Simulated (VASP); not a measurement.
# Pd (Fm-3m) in VASP: further runs

The runs below take Pd through single point, with r2SCAN.

Everything below comes from runs of VASP 6.6.1. Logs are shortened: lines on timing, memory, paths and dates and some standing lists are left out, and cuts for length are marked.

## (1) The cell of the first run

The structure is cubic, space group Fm-3m (No. 225). Conventional cell: a = 3.949 Å, b = 3.949 Å, c = 3.949 Å, α = 90.00°, β = 90.00°, γ = 90.00°. Pd (site symmetry m-3m) has 12 Pd at 2.79 Å within 3.7 Å.

## (2) Single point, r2SCAN

POSCAR reads:

```
Pd
1.0
    0.0000000000      1.9742705017      1.9742705017
    1.9742705017      0.0000000000      1.9742705017
    1.9742705017      1.9742705017      0.0000000000
Pd
1
Direct
    0.0000000000      0.0000000000      0.0000000000
```

INCAR.step1 reads:

```
SYSTEM = Pd
PREC = Accurate ; ENCUT = 520
ISMEAR = 0 ; SIGMA = 0.05
LREAL = .False. ; LASPH = .True.
NELM = 100 ; NBANDS = 11
GGA = PE ; ALGO = Normal
EDIFF = 1E-4 ; LWAVE = .True.
LCHARG = .False.
```

INCAR.step2 reads:

```
SYSTEM = Pd
PREC = Accurate ; ENCUT = 520
EDIFF = 1E-6 ; ISMEAR = 0
SIGMA = 0.05 ; LREAL = .False.
LASPH = .True. ; NELM = 100
ALGO = Normal ; ISIF = 2
LWAVE = .False. ; LCHARG = .False.
METAGGA = R2SCAN ; LMIXTAU = .True.
NBANDS = 11 ; ISTART = 1
```

KPOINTS reads:

```
regular mesh
0
Gamma
  20 20 20
  0 0 0
```

Potentials or basis: VASP PAW PBE potentials, release 64 (Pd).

Command:

```sh
$ cat potpaw_PBE.64/Pd/POTCAR > POTCAR
$ cp INCAR.step1 INCAR
$ mpirun -np 1 vasp_std > vasp.out
$ cp INCAR.step2 INCAR
$ mpirun -np 1 vasp_std > vasp.out
```

OUTCAR:

```text
SYSTEM = Pd
   PREC = Accurate
   ENCUT = 520
   EDIFF = 1E-6
   ISMEAR = 0
   LREAL = .False.
   LASPH = .True.
   NELM = 100
   ISIF = 2
   METAGGA = R2SCAN
   ISTART = 1

 ion  position               nearest neighbor table
   1  0.000  0.000  0.000-

  LATTYP: Found a face centered cubic cell.
 ALAT       =     3.9485410034

  Lattice vectors:

 A1 = (   0.0000000000,   1.9742705017,   1.9742705017)
 A2 = (   1.9742705017,   0.0000000000,   1.9742705017)
 A3 = (   1.9742705017,   1.9742705017,   0.0000000000)

Analysis of symmetry for initial positions (statically):
=====================================================================
 Subroutine PRICEL returns:
 Original cell was already a primitive cell.

 Routine SETGRP: Setting up the symmetry group for a
 face centered cubic supercell.

 Subroutine GETGRP returns: Found 48 space group operations
 (whereof 48 operations were pure point group operations)
 out of a pool of 48 trial point group operations.

The static configuration has the point symmetry O_h .

Analysis of symmetry for dynamics (positions and initial velocities):
=====================================================================
 Subroutine PRICEL returns:
 Original cell was already a primitive cell.

 Routine SETGRP: Setting up the symmetry group for a
 face centered cubic supercell.

 Subroutine GETGRP returns: Found 48 space group operations
 (whereof 48 operations were pure point group operations)
 out of a pool of 48 trial point group operations.

The dynamic configuration has the point symmetry O_h .

 Subroutine INISYM returns: Found 48 space group operations
 (whereof 48 operations are pure point group operations),
 and found     1 'primitive' translations

----------------------------------------------------------------------------------------

                                     Primitive cell

  volume of cell :      15.3904

  direct lattice vectors                    reciprocal lattice vectors
     0.000000000  1.974270502  1.974270502    -0.253258102  0.253258102  0.253258102
     1.974270502  0.000000000  1.974270502     0.253258102 -0.253258102  0.253258102
     1.974270502  1.974270502  0.000000000     0.253258102  0.253258102 -0.253258102

  length of vectors
     2.792040119  2.792040119  2.792040119     0.438655900  0.438655900  0.438655900

  position of ions in fractional coordinates (direct lattice)
     0.000000000  0.000000000  0.000000000

  ion indices of the primitive-cell ions
   primitive index   ion index
                 1           1

----------------------------------------------------------------------------------------

 KPOINTS: regular mesh

Automatic generation of k-mesh.
 Grid dimensions read from file:
 generate k-points for:   20   20   20

 Generating k-lattice:

  Cartesian coordinates                     Fractional coordinates (reciprocal lattice)
    -0.012662905  0.012662905  0.012662905     0.050000000  0.000000000  0.000000000
     0.012662905 -0.012662905  0.012662905     0.000000000  0.050000000  0.000000000
     0.012662905  0.012662905 -0.012662905     0.000000000  0.000000000  0.050000000

  Length of vectors
     0.021932795  0.021932795  0.021932795

  Shift w.r.t. Gamma in fractional coordinates (k-lattice)
     0.000000000  0.000000000  0.000000000

 Subroutine IBZKPT returns following result:
 ===========================================

 Found    256 irreducible k-points:

 Following reciprocal coordinates:
            Coordinates               Weight
  0.000000  0.000000  0.000000      1.000000
  0.050000  0.000000  0.000000      8.000000
  0.100000  0.000000  0.000000      8.000000
  0.150000  0.000000  0.000000      8.000000
  0.200000  0.000000  0.000000      8.000000
  0.250000  0.000000  0.000000      8.000000
[... 16 lines left out ...]
 -0.400000  0.050000  0.000000     24.000000
 -0.350000  0.050000  0.000000     24.000000
 [... further k-points ...]
   k-points           NKPTS =    256   k-points in BZ     NKDIM =    256   number of bands    NBANDS=     11
   number of dos      NEDOS =    301   number of ions     NIONS =      1
   total plane-waves  NPLWV =  13824
   dimension x,y,z NGX =    24 NGY =   24 NGZ =   24
   dimension x,y,z NGXF=    48 NGYF=   48 NGZF=   48
   ions per type =               1
   NGX,Y,Z   is equivalent  to a cutoff of  14.29, 14.29, 14.29 a.u.
   NGXF,Y,Z  is equivalent  to a cutoff of  28.58, 28.58, 28.58 a.u.
 SYSTEM =  Pd
   PREC   = accura    normal or accurate (medium, high low for compatibility)
   ISTART =      1    job   : 0-new  1-cont  2-samecut
   ICHARG =      0    charge: 1-file 2-atom 10-const
   ISPIN  =      1    spin polarized calculation?
   LNONCOLLINEAR =      F non collinear calculations
   LSORBIT =      F    spin-orbit coupling
   LASPH  =      T    aspherical Exc in radial PAW
   ENCUT  =  520.0 eV  38.22 Ry    6.18 a.u.   5.19  5.19  5.19*2*pi/ulx,y,z
   NELM   =    100;   NELMIN=  2; NELMDL=  0     # of ELM steps
   EDIFF  = 0.1E-05   stopping-criterion for ELM
   LREAL  =      F    real-space projection
   EDIFFG = 0.1E-04   stopping-criterion for IOM
   NSW    =      0    number of steps for IOM
   IBRION =     -1    ionic relax: 0-MD 1-quasi-New 2-CG
   NFREE  =      0    steps in history (QN), initial steepest desc. (CG)
   ISIF   =      2    stress and relaxation
   ISYM   =      2    0-nonsym 1-usesym 2-fastsym
   POTIM  = 0.5000    time-step for ionic-motion
   TEBEG  =    0.0;   TEEND  =   0.0 temperature during run
   PSTRESS=    0.0 pullay stress
   NELECT =      10.0000    total number of electrons
   NUPDOWN=      -1.0000    fix difference up-down
   EMIN   =  10.00;   EMAX   =-10.00  energy-range for DOS
   EFERMI =   0.00;   METHOD = LEGACY
   ISMEAR =     0;   SIGMA  =   0.05  broadening in eV -4-tet -1-fermi 0-gaus
   EFERMI_NEDOS =   21; number of points for ismear=-14 and -15
   IALGO  =     38    algorithm
   IMIX   =      4    mixing-type and parameters
     AMIX     =   0.40;   BMIX     =  1.00
     AMIX_MAG =   1.60;   BMIX_MAG =  1.00
  volume/ion in A,a.u.               =      15.39       103.86
  Fermi-wavevector in a.u.,A,eV,Ry     =   1.417941  2.679520 27.355286  2.010557
  Thomas-Fermi vector in A             =   2.539119
   LORBIT       =      0    0 simple, 1 ext, 2 COOP (PROOUT), +10 PAW based schemes
   METAGGA = R2SCAN    functional components
   LHFCALC =     F    Hartree Fock is set to
   AEXX    =    0.0000 exact exchange contribution
   IVDW    =     0    specifies the selected vdW correction
   LEPSILON=     F    determine dielectric tensor
   LRPA    =     F    only Hartree local field effects (RPA)
 non-spin polarized calculation
 Gauss-broadening in eV      SIGMA  =   0.05
  energy-cutoff  :      520.00
  volume of cell :       15.39
 maximum number of plane-waves:       428
 NGX is ok and might be reduce to    24
   NGX = 11   NGY = 11   NGZ = 11

 number of electron      10.0000000 magnetization

 Free energy of the ion-electron system (eV)
  ---------------------------------------------------
  ext. energy  EPLUGINS =         0.00000000
  ---------------------------------------------------
  free energy    TOTEN  =       -22.93832617 eV

  energy without entropy =      -22.93504761  energy(sigma->0) =      -22.93668689

 E-fermi :   8.8968     XC(G=0): -13.8192

 val. band max:        8.8913867857   @ k =  -0.4500   0.3000   0.0000
 cond. band min:       8.9040935619   @ k =   0.5000   0.1500   0.0000
 fundamental gap:      0.0127067762
 Fermi energy:         8.8967629872

 k-point     1 :       0.0000    0.0000    0.0000
  band No.  band energies     occupation
      1       2.0585      2.00000
      2       6.1857      2.00000
      3       6.1857      2.00000
      4       6.1857      2.00000
      5       7.6839      2.00000
      6       7.6839      2.00000
      7      26.8972      0.00000
      8      31.5142      0.00000
      9      31.6312      0.00000
     10      31.6312      0.00000
     11      31.6312      0.00000

 k-point     2 :       0.0500    0.0000    0.0000
  band No.  band energies     occupation
      1       2.1496      2.00000
      2       6.1547      2.00000
      3       6.2168      2.00000
      4       6.2168      2.00000
      5       7.6694      2.00000
      6       7.6694      2.00000
      7      26.9843      0.00000
      8      30.9624      0.00000
      9      31.5373      0.00000
     10      31.7258      0.00000
     11      31.7258      0.00000

 k-point     3 :       0.1000    0.0000    0.0000
  band No.  band energies     occupation
      1       2.4147      2.00000
      2       6.0747      2.00000
      3       6.3001      2.00000
      4       6.3001      2.00000
      5       7.6369      2.00000
      6       7.6369      2.00000
      7      27.1770      0.00000
      8      29.5946      0.00000
      9      31.5344      0.00000
     10      31.9950      0.00000
     11      31.9950      0.00000

 k-point     4 :       0.1500    0.0000    0.0000
  band No.  band energies     occupation
      1       2.8241      2.00000
      2       5.9888      2.00000
      3       6.4026      2.00000
      4       6.4026      2.00000
      5       7.6217      2.00000
      6       7.6217      2.00000
      7      27.0169      0.00000
      8      28.3594      0.00000
      9      31.5320      0.00000
     10      32.3901      0.00000
     11      32.3901      0.00000
[... 239 lines left out ...]
 k-point    22 :      -0.4500    0.0500    0.0000
  band No.  band energies     occupation
      1       3.8871      2.00000
      2       6.0870      2.00000
      3       6.1725      2.00000
      4       8.4857      2.00000
      5       8.7938      1.99641
      6      10.5497      0.00000
      7      16.5486      0.00000
      8      26.3590      0.00000
      9      30.0272      0.00000
     10      30.6536      0.00000
     11      31.5341      0.00000

 k-point    23 :      -0.4000    0.0500    0.0000
  band No.  band energies     occupation
      1       3.9294      2.00000
      2       6.1424      2.00000
      3       6.2130      2.00000
      4       8.2531      2.00000
      5       8.6025      2.00000
      6       9.8098      0.00000
      7      17.7376      0.00000
      8      26.5494      0.00000
      9      30.1371      0.00000
     10      31.3075      0.00000
     11      31.5344      0.00000

 k-point    24 :      -0.3500    0.0500    0.0000
  band No.  band energies     occupation
      1       3.9859      2.00000
      2       6.2287      2.00000
      3       6.2892      2.00000
      4       7.6918      2.00000
      5       8.3307      2.00000
      6       9.0811      0.00000
      7      19.4034      0.00000
      8      26.8853      0.00000
      9      30.4983      0.00000
     10      31.5371      0.00000
     11      32.2576      0.00000

 [... further k-points ...]

------------------------ aborting loop because EDIFF is reached ----------------------------------------

  FORCE on cell =-STRESS in cart. coord.  units (eV):
  Direction    XX          YY          ZZ          XY          YZ          ZX
  --------------------------------------------------------------------------------------
  -------------------------------------------------------------------------------------
  Total       -0.4626131     -0.4626131     -0.4626131      0.0000000      0.0000000      0.0000000
  in kB      -48.1591176    -48.1591176    -48.1591176      0.0000000      0.0000000      0.0000000
  external PRESSURE =     -48.1591176 kB  Pullay stress =       0.0000000 kB

 VOLUME and BASIS-vectors are now :
 -----------------------------------------------------------------------------
  energy-cutoff  :      520.00
  volume of cell :       15.39
      direct lattice vectors                 reciprocal lattice vectors
     0.000000000  1.974270502  1.974270502    -0.253258102  0.253258102  0.253258102
     1.974270502  0.000000000  1.974270502     0.253258102 -0.253258102  0.253258102
     1.974270502  1.974270502  0.000000000     0.253258102  0.253258102 -0.253258102

 POSITION                                       TOTAL-FORCE (eV/Angst)
 -----------------------------------------------------------------------------------
      0.00000      0.00000      0.00000         0.000000      0.000000     -0.000000
 -----------------------------------------------------------------------------------
    total drift:                               -0.000000      0.000000     -0.000000

  FREE ENERGIE OF THE ION-ELECTRON SYSTEM (eV)
  ---------------------------------------------------
  free  energy   TOTEN  =       -22.9383261713 eV

  energy  without entropy=      -22.9350476052  energy(sigma->0) =      -22.93668689
```

It took 3.4 min on 1 thread of Intel Xeon 8259CL, shared host; peak memory 0.18 GiB.

Results:

| Item | Value |
| --- | --- |
| Free energy | -22.9383 eV |
| Pressure | -4.8 GPa |
| Band gap on the k mesh | zero (bands 5 and 6 overlap by 1.57 eV) |

Caveat: the cell stands under tension; the PAW data sets were made with another functional, which shifts forces and pressure a little.

## (3) Single point, r2SCAN (15.51 Å³/atom)

This run uses another cell than the first one, of 15.51 Å³/atom.

POSCAR reads:

```
Pd
1.0
    0.0000000000      1.9794454664      1.9794454664
    1.9794454664      0.0000000000      1.9794454664
    1.9794454664      1.9794454664      0.0000000000
Pd
1
Direct
    0.0000000000      0.0000000000      0.0000000000
```

INCAR.step1 reads:

```
SYSTEM = Pd
PREC     = Accurate       ! precision mode
ENCUT    = 520            ! plane-wave cutoff, eV
ISMEAR   = 0              ! smearing method
SIGMA    = 0.05           ! smearing width, eV
LREAL    = .FALSE.        ! projectors in reciprocal space
LASPH    = .TRUE.         ! aspherical terms in the spheres
NELM     = 60             ! most SCF steps
NBANDS   = 11             ! bands
GGA      = PE             ! functional
ALGO     = Normal         ! electronic algorithm
EDIFF    = 1E-4           ! SCF threshold, eV
LWAVE    = .TRUE.         ! write WAVECAR
LCHARG   = .FALSE.        ! write CHGCAR
```

INCAR.step2 reads:

```
SYSTEM = Pd
PREC     = Accurate       ! precision mode
ENCUT    = 520            ! plane-wave cutoff, eV
EDIFF    = 1E-6           ! SCF threshold, eV
ISMEAR   = 0              ! smearing method
SIGMA    = 0.05           ! smearing width, eV
LREAL    = .FALSE.        ! projectors in reciprocal space
LASPH    = .TRUE.         ! aspherical terms in the spheres
NELM     = 60             ! most SCF steps
ALGO     = Normal         ! electronic algorithm
ISIF     = 2              ! what is computed and relaxed
LWAVE    = .FALSE.        ! write WAVECAR
LCHARG   = .TRUE.         ! write CHGCAR
METAGGA  = R2SCAN         ! meta-GGA
LMIXTAU  = .TRUE.       
LELF     = .TRUE.         ! ELF
LVHAR    = .TRUE.       
NBANDS   = 11             ! bands
ISTART   = 1
```

KPOINTS reads:

```
Automatic mesh
0
G
  20 20 20
  0 0 0
```

Potentials or basis: VASP PAW PBE potentials, release 64 (Pd).

Command:

```sh
$ cat potpaw_PBE.64/Pd/POTCAR > POTCAR
$ cp INCAR.step1 INCAR
$ mpirun -np 1 vasp_std > vasp.out
$ cp INCAR.step2 INCAR
$ mpirun -np 1 vasp_std > vasp.out
```

Run time: 2.2 min. Hardware: 1 thread of Intel Xeon 8259CL, shared host; peak memory 0.18 GiB.

The run converged. Its results:

| Item | Value |
| --- | --- |
| Free energy | -22.9343 eV |
| Pressure | -6.0 GPa |
| Band gap on the k mesh | zero (bands 5 and 6 overlap by 1.55 eV) |

Levels at points of the mesh, in eV from the Fermi level:
```
           k point  band 2  band 3  band 4  band 5  band 6  band 7  band 8  band 9
(0.00, 0.00, 0.00)   -2.68   -2.68   -2.68   -1.20   -1.20   17.99   22.65   22.68
(0.50, 0.00, 0.00)   -2.74   -2.74   -0.03   -0.03    1.41    7.32   17.37   21.61
(0.50, 0.50, 0.00)   -4.84   -0.09    0.29    0.29    3.67   10.79   13.65   13.65
```

Caveat: the cell stands under tension; the PAW data sets were made with another functional, which shifts forces and pressure a little.
